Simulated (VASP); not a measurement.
A run of VASP 6.6.1:

The input INCAR:

```
SYSTEM = MgO
PREC = Accurate ; ENCUT = 520
EDIFF = 1E-7 ; ISMEAR = 0
SIGMA = 0.05 ; LREAL = .FALSE.
LASPH = .TRUE. ; NELM = 100
ALGO = Normal ; ISIF = 2
LWAVE = .FALSE. ; LCHARG = .FALSE.
GGA = PE ; NBANDS = 16
```

Contents of KPOINTS:

```
regular mesh
0
G
  9 9 6
  0 0 0
```

POSCAR

```
MgO
1.0
    3.3152854007      0.0000000000      0.0000000000
   -1.6576427004      2.8711213778      0.0000000000
    0.0000000000      0.0000000000      5.1215474231
Mg O
2 2
Direct
    0.3285781364      0.6796581063      0.0063188067
    0.6714218636      0.3203418937      0.5063188067
    0.3377268855      0.6546632589      0.3982811933
    0.6622731145      0.3453367411      0.8982811933
```

Potentials or basis: VASP PAW PBE potentials, release 64 (Mg, O).

The run is started by

```sh
$ cat potpaw_PBE.64/Mg/POTCAR potpaw_PBE.64/O/POTCAR > POTCAR
$ mpirun -np 1 vasp_std > vasp.out
```

Hardware: 1 thread of Intel(R) Xeon(R) 6975P-C (Granite Rapids) (shared host).

Q: How long does it take, and how much memory?

A: It took 65 s on 1 thread of Intel(R) Xeon(R) 6975P-C (Granite Rapids), on a shared host, peak memory 0.26 GiB. Counts: scf iterations 13, k points 164.
